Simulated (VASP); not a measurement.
Runs of VASP 6.6.1 on Bi. The structure is that of space group P6_3/mmc (No. 194), or close to it. The cells are those of the table. This isn't the form of Bi at room conditions, which is rhombohedral.

```csv
task,cell,gap on the mesh (eV),pressure (GPa)
electric field gradients,"a = 4.403, b = 4.403, c = 11.829 Å, angles 90.0, 90.0, 120.0°, 2 atoms",none,-3.6
single point,"a = 4.539, b = 4.539, c = 11.711 Å, angles 90.0, 90.0, 120.0°, 2 atoms",none,(b)
single point,"a = 4.630, b = 4.630, c = 11.829 Å, angles 90.0, 90.0, 120.0°, 2 atoms",none,-3.1
single point,"a = 4.539, b = 4.539, c = 11.592 Å, angles 90.0, 90.0, 120.0°, 2 atoms",none,-3.4
single point,"a = 4.675, b = 4.675, c = 11.829 Å, angles 90.0, 90.0, 120.0°, 2 atoms",none,(a)
single point,"a = 4.494, b = 4.494, c = 11.829 Å, angles 90.0, 90.0, 120.0°, 2 atoms",none,-3.4
single point,"a = 4.448, b = 4.448, c = 11.829 Å, angles 90.0, 90.0, 120.0°, 2 atoms",none,-3.5
single point,"a = 4.584, b = 4.584, c = 11.829 Å, angles 90.0, 90.0, 120.0°, 2 atoms",none,-3.2
```

Alike in all rows: level PBE; potentials or basis VASP PAW PBE potentials, release 64 (Bi_d); no spin polarisation; k mesh 9 × 9 × 3; cutoff (eV) 520; smearing fermi-dirac 0.03 eV.

**Question.** Fill in the values left out.

**Answer.** (a) -2.9; (b) -3.3.

Caveats: spin-orbit coupling is left out, which moves the levels of the heavy elements; the cell stands under tension (at least some runs).

A k mesh can miss the band edges, and the runs leave out spin-orbit coupling on Bi.

A gap of «none» marks levels without a gap at the run's occupations.
